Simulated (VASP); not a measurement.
Wanted: the native input for a VASP 6.6.1 run.

| Property | Result |
| --- | --- |
| Task | relaxation of cell and atoms |
| Functional | PBE |
| Potentials or basis | VASP PAW PBE potentials, release 64 (Cd, Se, S) |
| Cutoff | 600 eV |
| k mesh | 6 × 6 × 1 |
| Occupations | gaussian, width 0.1 eV |
| Spin | no spin polarisation |
| Dipole correction | no |
| Further INCAR settings | ALGO = Normal; EDIFF = 1e-06; IBRION = 2; EDIFFG = -0.025; NSW = 80; ISIF = 3 |

The structure of Cd4Se3S lies in POSCAR:

```
Cd4Se3S
1.0
    4.3433809289      0.1338147729      0.0257647802
   -2.0558034717      3.7311104720      0.0276382143
    0.0841274720      0.1527765436     14.4397137877
Cd Se S
4 3 1
Direct
    0.6588771613      0.3646248827      0.9961504230
    0.6705362537      0.3437230672      0.5060191396
    0.0092583899     -0.0067206833      0.2428425204
    0.0399292200      0.0360409431      0.7607150760
    0.6608873939      0.3070258171      0.1780275264
    0.6369198465      0.3287757737      0.6882423714
    0.0069860955     -0.0481122806      0.4335203947
   -0.0167276941      0.0079758134      0.9444815485
```

These files were run (other wordings do the same):

INCAR

```
SYSTEM = Cd4Se3S
  PREC = Accurate
  ENCUT = 600
  EDIFF = 1E-6
  ISMEAR = 0
  SIGMA = 0.1
  LREAL = .FALSE.
  LASPH = .TRUE.
  NELM = 80
  ALGO = Normal
  ISIF = 3
  LWAVE = .FALSE.
  LCHARG = .FALSE.
  GGA = PE
  IBRION = 2
  NSW = 80
  EDIFFG = -0.025
```

KPOINTS

```
Automatic mesh
0
G
  6 6 1
  0 0 0
```

Potentials or basis: VASP PAW PBE potentials, release 64 (Cd, Se, S).

Command:

```sh
$ cat potpaw_PBE.64/Cd/POTCAR potpaw_PBE.64/Se/POTCAR potpaw_PBE.64/S/POTCAR > POTCAR
$ mpirun -np 1 vasp_std > vasp.out
```

It gave:

```json
{
 "Relaxed volume": "28.93 Å³/atom",
 "Relaxed cell": "a = 4.342 Å, b = 4.340 Å, c = 14.169 Å, α = 90.01°, β = 89.96°, γ = 119.92°",
 "Space group after relaxing (to 0.1 Å)": "P3m1 (No. 156)",
 "Energy gained by relaxing": "54.4 meV/atom",
 "Ionic steps": "25",
 "Pressure after relaxing": "0.0 GPa",
 "Largest force after relaxing": "0.015 eV/Å",
 "Band gap on the k mesh": "0.58 eV"
}
```

Caveat: the k points lie up to 0.44 Å⁻¹ apart in the final cell.

Run time: 37 min on 1 thread of AMD EPYC 9R45 96-Core Processor (Zen 5), on a shared host, peak memory 0.54 GiB.
